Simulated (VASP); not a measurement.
# SiC (Fm-3m) in VASP: further runs

The runs below take SiC through single point, with PBE.

Everything below comes from runs of VASP 6.6.1. Logs are shortened: lines on timing, memory, paths and dates and some standing lists are left out, and cuts for length are marked.

### 1 The cell of the first run

It takes space group Fm-3m (No. 225, cubic). The conventional cell has a = 4.028 Å, b = 4.028 Å, c = 4.028 Å, α = 90.00°, β = 90.00°, γ = 90.00°. Si (site symmetry m-3m) has 6 C at 2.01 Å within 2.7 Å. Within 2.7 Å of C (site symmetry m-3m) lie 6 Si at 2.01 Å.

### 2 Single point, PBE

Contents of INCAR:

```
SYSTEM = SiC
PREC     = Accurate       ! precision mode
ENCUT    = 520            ! plane-wave cutoff, eV
EDIFF    = 1E-6           ! SCF threshold, eV
ISMEAR   = -1             ! smearing method
SIGMA    = 0.02           ! smearing width, eV
LREAL    = .FALSE.        ! projectors in reciprocal space
LASPH    = .TRUE.         ! aspherical terms in the spheres
NELM     = 60             ! most SCF steps
ALGO     = Normal         ! electronic algorithm
ISIF     = 2              ! what is computed and relaxed
LWAVE    = .FALSE.        ! write WAVECAR
LCHARG   = .FALSE.        ! write CHGCAR
GGA      = PE             ! functional
NBANDS   = 11             ! bands
```

Contents of KPOINTS:

```
Automatic mesh
0
G
  8 8 8
  0 0 0
```

Contents of POSCAR:

```
SiC
1.0
    0.0000000000      2.0138689999      2.0138689999
    2.0138689999      0.0000000000      2.0138689999
    2.0138689999      2.0138689999      0.0000000000
Si C
1 1
Direct
    0.0000000000      0.0000000000      0.0000000000
    0.5000000000      0.5000000000      0.5000000000
```

Potentials or basis: VASP PAW PBE potentials, release 64 (Si, C).

Run with:

```sh
$ cat potpaw_PBE.64/Si/POTCAR potpaw_PBE.64/C/POTCAR > POTCAR
$ mpirun -np 1 vasp_std > vasp.out
```

OUTCAR:

```text
SYSTEM = SiC
   PREC = Accurate
   ENCUT = 520
   EDIFF = 1E-6
   ISMEAR = -1
   LREAL = .FALSE.
   LASPH = .TRUE.
   NELM = 60
   ISIF = 2
   GGA = PE

 ion  position               nearest neighbor table
   1  0.000  0.000  0.000-   2 2.01   2 2.01   2 2.01   2 2.01   2 2.01   2 2.01
   2  0.500  0.500  0.500-   1 2.01   1 2.01   1 2.01   1 2.01   1 2.01   1 2.01

  LATTYP: Found a face centered cubic cell.
 ALAT       =     4.0277379998

  Lattice vectors:

 A1 = (   0.0000000000,   2.0138689999,   2.0138689999)
 A2 = (   2.0138689999,   0.0000000000,   2.0138689999)
 A3 = (   2.0138689999,   2.0138689999,   0.0000000000)

Analysis of symmetry for initial positions (statically):
=====================================================================
 Subroutine PRICEL returns:
 Original cell was already a primitive cell.

 Routine SETGRP: Setting up the symmetry group for a
 face centered cubic supercell.

 Subroutine GETGRP returns: Found 48 space group operations
 (whereof 48 operations were pure point group operations)
 out of a pool of 48 trial point group operations.

The static configuration has the point symmetry O_h .

Analysis of symmetry for dynamics (positions and initial velocities):
=====================================================================
 Subroutine PRICEL returns:
 Original cell was already a primitive cell.

 Routine SETGRP: Setting up the symmetry group for a
 face centered cubic supercell.

 Subroutine GETGRP returns: Found 48 space group operations
 (whereof 48 operations were pure point group operations)
 out of a pool of 48 trial point group operations.

The dynamic configuration has the point symmetry O_h .

 Subroutine INISYM returns: Found 48 space group operations
 (whereof 48 operations are pure point group operations),
 and found     1 'primitive' translations

----------------------------------------------------------------------------------------

                                     Primitive cell

  volume of cell :      16.3352

  direct lattice vectors                    reciprocal lattice vectors
     0.000000000  2.013869000  2.013869000    -0.248278314  0.248278314  0.248278314
     2.013869000  0.000000000  2.013869000     0.248278314 -0.248278314  0.248278314
     2.013869000  2.013869000  0.000000000     0.248278314  0.248278314 -0.248278314

  length of vectors
     2.848040853  2.848040853  2.848040853     0.430030654  0.430030654  0.430030654

  position of ions in fractional coordinates (direct lattice)
     0.000000000  0.000000000  0.000000000
[... 81 lines left out ...]
   NSW    =      0    number of steps for IOM
   IBRION =     -1    ionic relax: 0-MD 1-quasi-New 2-CG
   NFREE  =      0    steps in history (QN), initial steepest desc. (CG)
   ISIF   =      2    stress and relaxation
   ISYM   =      2    0-nonsym 1-usesym 2-fastsym
   POTIM  = 0.5000    time-step for ionic-motion
   TEBEG  =    0.0;   TEEND  =   0.0 temperature during run
   PSTRESS=    0.0 pullay stress
   NELECT =       8.0000    total number of electrons
   NUPDOWN=      -1.0000    fix difference up-down
   EMIN   =  10.00;   EMAX   =-10.00  energy-range for DOS
   EFERMI =   0.00;   METHOD = LEGACY
   ISMEAR =    -1;   SIGMA  =   0.02  broadening in eV -4-tet -1-fermi 0-gaus
   EFERMI_NEDOS =   21; number of points for ismear=-14 and -15
   IALGO  =     38    algorithm
   IMIX   =      4    mixing-type and parameters
     AMIX     =   0.40;   BMIX     =  1.00
     AMIX_MAG =   1.60;   BMIX_MAG =  1.00
  volume/ion in A,a.u.               =       8.17        55.12
  Fermi-wavevector in a.u.,A,eV,Ry     =   1.290418  2.438536 22.656116  1.665178
  Thomas-Fermi vector in A             =   2.422250
   LORBIT       =      0    0 simple, 1 ext, 2 COOP (PROOUT), +10 PAW based schemes
   GGA     = PE    functional components
   LHFCALC =     F    Hartree Fock is set to
   AEXX    =    0.0000 exact exchange contribution
   IVDW    =     0    specifies the selected vdW correction
   LEPSILON=     F    determine dielectric tensor
   LRPA    =     F    only Hartree local field effects (RPA)
 non-spin polarized calculation
  energy-cutoff  :      520.00
  volume of cell :       16.34
 maximum number of plane-waves:       459
 NGX is ok and might be reduce to    24
   NGX = 11   NGY = 11   NGZ = 11

 number of electron       8.0000000 magnetization

 Free energy of the ion-electron system (eV)
  ---------------------------------------------------
  ext. energy  EPLUGINS =         0.00000000
  ---------------------------------------------------
  free energy    TOTEN  =       -13.56432470 eV

  energy without entropy =      -13.56361212  energy(sigma->0) =      -13.56396841

 E-fermi :  12.6799     XC(G=0): -12.7673

 val. band max:       12.6436791960   @ k =   0.0000   0.0000   0.0000
 cond. band min:      12.6972983573   @ k =  -0.1250   0.1250   0.0000
 fundamental gap:      0.0536191613
 Fermi energy:        12.6799418168

 k-point     1 :       0.0000    0.0000    0.0000
  band No.  band energies     occupation
      1      -6.0079      2.00000
      2      12.6437      1.71949
      3      12.6437      1.71949
      4      12.6437      1.71948
      5      20.3950      0.00000
      6      21.5923      0.00000
      7      21.5923      0.00000
      8      21.5923      0.00000
      9      25.5539      0.00000
     10      25.5539      0.00000
     11      25.5539      0.00000
[... 309 lines left out ...]
 k-point    24 :      -0.3750    0.2500    0.1250
  band No.  band energies     occupation
      1       0.0819      2.00000
      2       2.0127      2.00000
      3       7.8578      2.00000
      4       9.3078      2.00000
      5      16.6994      0.00000
      6      19.0321      0.00000
      7      22.5405      0.00000
      8      25.0439      0.00000
      9      27.1076      0.00000
     10      27.8021      0.00000
     11      31.5977      0.00000

 [... further k-points ...]
[... 5 lines left out ...]
  --------------------------------------------------------------------------------------
  -------------------------------------------------------------------------------------
  Total        0.6383773      0.6383773      0.6383773      0.0000000      0.0000000      0.0000000
  in kB       62.6129808     62.6129808     62.6129808      0.0000000      0.0000000      0.0000000
  external PRESSURE =      62.6129808 kB  Pullay stress =       0.0000000 kB

 VOLUME and BASIS-vectors are now :
 -----------------------------------------------------------------------------
  energy-cutoff  :      520.00
  volume of cell :       16.34
      direct lattice vectors                 reciprocal lattice vectors
     0.000000000  2.013869000  2.013869000    -0.248278314  0.248278314  0.248278314
     2.013869000  0.000000000  2.013869000     0.248278314 -0.248278314  0.248278314
     2.013869000  2.013869000  0.000000000     0.248278314  0.248278314 -0.248278314

 POSITION                                       TOTAL-FORCE (eV/Angst)
 -----------------------------------------------------------------------------------
      0.00000      0.00000      0.00000        -0.000000     -0.000000     -0.000000
      2.01387      2.01387      2.01387         0.000000      0.000000      0.000000
 -----------------------------------------------------------------------------------
    total drift:                               -0.000000     -0.000000      0.000000

  FREE ENERGIE OF THE ION-ELECTRON SYSTEM (eV)
  ---------------------------------------------------
  free  energy   TOTEN  =       -13.5643247009 eV

  energy  without entropy=      -13.5636121250  energy(sigma->0) =      -13.56396841
```

It took 4.2 s on 1 thread of Intel Xeon 6975P-C (Granite Rapids), shared host; peak memory 0.13 GiB.

Results:

* Free energy: -13.5643 eV
* Pressure: 6.3 GPa
* Band gap on the k mesh: zero (band 4 reaches 12.70 eV, above the bottom of band 5 at 11.81 eV)

(Part 1 of 3 ends here.)
